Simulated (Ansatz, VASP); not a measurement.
## Two plane-wave programs on Te

```
Te
1.0
     4.52486    0.00000    0.00000
    -2.26243    3.91864    0.00000
     0.00000    0.00000    5.95459
Te
3
Direct
  0.73242 0.00000 0.33333
  0.00000 0.73242 0.66667
  0.26758 0.26758 0.00000
```

Alike in both runs: functional PBE; k mesh 9 × 9 × 6; occupations gaussian, width 0.01 eV; no spin polarisation.

Ansatz relaxed the structure, and its values are those at the end. VASP's run is a single point on that final structure, the one shown.

|  | VASP | Ansatz |
| --- | --- | --- |
| version | VASP 6.6.1 | Ansatz 0.2.0 |
| potentials or method | VASP PAW PBE potentials, release 64 (Te), cutoff 520 eV | scalar-relativistic, plane waves, PAW |
| valence electrons in the cell | 18 | 48 |

```tsv
	VASP	Ansatz	Ansatz less VASP
gap on the k mesh at the Fermi level (eV)	0.22	0.24	+0.020
least direct gap on the mesh (eV)	0.22	0.24	+0.020
pressure (GPa)	0.0	0.0	0.00
rms of the force components (eV/Å)	0.008	0.003	-0.0052
```

VASP's potentials hold 18 valence electrons a cell and Ansatz's 48, so a difference there can come from the potentials and not from the codes.

Neither program's run includes spin-orbit coupling.
